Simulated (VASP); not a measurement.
Write the native input for VASP 6.6.1 that does the following.

```yaml
Task: single point
Functional: LDA
Potentials_or_basis: VASP PAW LDA potentials, release 64 (Ti_sv, N)
Cutoff: 600 eV
k_mesh: 16 × 16 × 16
Occupations: fermi-dirac, width 0.15 eV
Spin: no spin polarisation
Dipole_correction: no
Further_INCAR_settings: ALGO = Normal; EDIFF = 1e-06; NBANDS = 16
```

The structure of TiN (dq13) lies in POSCAR:

```
TiN
1.0
    0.0000000000      2.0865879594      2.0865879594
    2.0865879594      0.0000000000      2.0865879594
    2.0865879594      2.0865879594      0.0000000000
Ti N
1 1
Direct
    0.0000000000      0.0000000000      0.0000000000
    0.5000000000      0.5000000000      0.5000000000
```

These files were run (other wordings do the same):

INCAR

```
PREC     = Accurate       # precision mode
ENCUT    = 600            # plane-wave cutoff, eV
EDIFF    = 1E-6           # SCF threshold, eV
ISMEAR   = -1             # smearing method
SIGMA    = 0.15           # smearing width, eV
LREAL    = False          # projectors in reciprocal space
LASPH    = True           # aspherical terms in the spheres
NELM     = 120            # most SCF steps
ALGO     = Normal         # electronic algorithm
ISIF     = 2              # what is computed and relaxed
LWAVE    = False          # write WAVECAR
LCHARG   = True           # write CHGCAR
GGA      = CA             # functional
LELF     = True           # ELF
LVHAR    = True         
NBANDS   = 16             # bands
GGA_COMPAT= False
```

KPOINTS

```
regular mesh
0
Gamma
  16 16 16
```

Potentials or basis: VASP PAW LDA potentials, release 64 (Ti_sv, N).

Run with:

```console
$ cat potpaw_LDA.64/Ti_sv/POTCAR potpaw_LDA.64/N/POTCAR > POTCAR
$ mpirun -np 1 vasp_std > vasp.out
```

Results of the run:

```yaml
Pressure: 1.0 GPa
```

It took 32 s on 1 thread of Intel Xeon 6975P-C (shared host), peak memory 0.17 GiB.
